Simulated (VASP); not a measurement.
Set up this calculation in VASP 6.6.1, as the native input.

| Quantity | Value |
| --- | --- |
| Task | single point |
| Functional | r2SCAN |
| Potentials or basis | VASP PAW PBE potentials, release 64 (Ga_d, N) |
| Cutoff | 520 eV |
| k mesh | 10 × 10 × 10 |
| Occupations | gaussian, width 0.01 eV |
| Spin | non-collinear spin, zero start, spin-orbit coupling |
| Starting moments | [[0.0, 0.0, 0.0], [0.0, 0.0, 0.0]] μB |
| Dipole correction | no |
| Further INCAR settings | ALGO = Normal; EDIFF = 1e-06; NBANDS = 30 |

Crystal: GaN.

```
CELL_PARAMETERS angstrom
0.00000 2.24895 2.27144
2.24895 0.00000 2.27144
2.24895 2.24895 0.00000
ATOMIC_POSITIONS crystal
Ga 0.00000 0.00000 0.00000
N 0.25000 0.25000 0.25000
```

This cell differs from its parent crystal: uniaxial z strain +1.0%.

One way to write it, as run:

POSCAR

```
GaN
1.0
    0.0000000000      2.2489525411      2.2714420665
    2.2489525411      0.0000000000      2.2714420665
    2.2489525411      2.2489525411      0.0000000000
Ga N
1 1
Direct
    0.0000000000      0.0000000000      0.0000000000
    0.2500000000      0.2500000000      0.2500000000
```

INCAR.step1

```
SYSTEM = GaN
ALGO = Normal
EDIFF = 1E-4
ENCUT = 520
GGA = PE
GGA_COMPAT = .FALSE.
ISMEAR = 0
LASPH = .TRUE.
LCHARG = .FALSE.
LREAL = .FALSE.
LSORBIT = .TRUE.
LWAVE = .TRUE.
MAGMOM = 0 0 0 0 0 0
NBANDS = 30
NELM = 150
PREC = Accurate
SIGMA = 0.01
```

INCAR.step2

```
SYSTEM = GaN
ALGO = Normal
EDIFF = 1E-6
ENCUT = 520
GGA_COMPAT = .FALSE.
ISIF = 2
ISMEAR = 0
ISTART = 1
LASPH = .TRUE.
LCHARG = .FALSE.
LMIXTAU = .TRUE.
LORBIT = 11
LORBMOM = .TRUE.
LREAL = .FALSE.
LSORBIT = .TRUE.
LWAVE = .FALSE.
MAGMOM = 0 0 0 0 0 0
METAGGA = R2SCAN
NBANDS = 30
NELM = 150
PREC = Accurate
SIGMA = 0.01
```

KPOINTS

```
k-points
0
G
  10 10 10
  0 0 0
```

Potentials or basis: VASP PAW PBE potentials, release 64 (Ga_d, N).

The run is started by

```bash
$ cat potpaw_PBE.64/Ga_d/POTCAR potpaw_PBE.64/N/POTCAR > POTCAR
$ cp INCAR.step1 INCAR
$ mpirun -np 1 vasp_ncl > vasp.out
$ cp INCAR.step2 INCAR
$ mpirun -np 1 vasp_ncl > vasp.out
```

It gave:

```json
{
  "Pressure": "-0.8 GPa",
  "Net moment": "0.00 μB per cell",
  "Valence electrons inside the program's atomic spheres": "Ga 11.82; N 3.77"
}
```

Caveat: the cell differs from its parent crystal (uniaxial z strain +1.0%); the structure was generated, so it needn't be the stable form of GaN; the PAW data sets were made with another functional, which shifts forces and pressure a little.

Wall time 11 min on 1 thread of AMD EPYC 9R45 96-Core Processor (Zen 5) (shared host), peak memory 0.29 GiB.
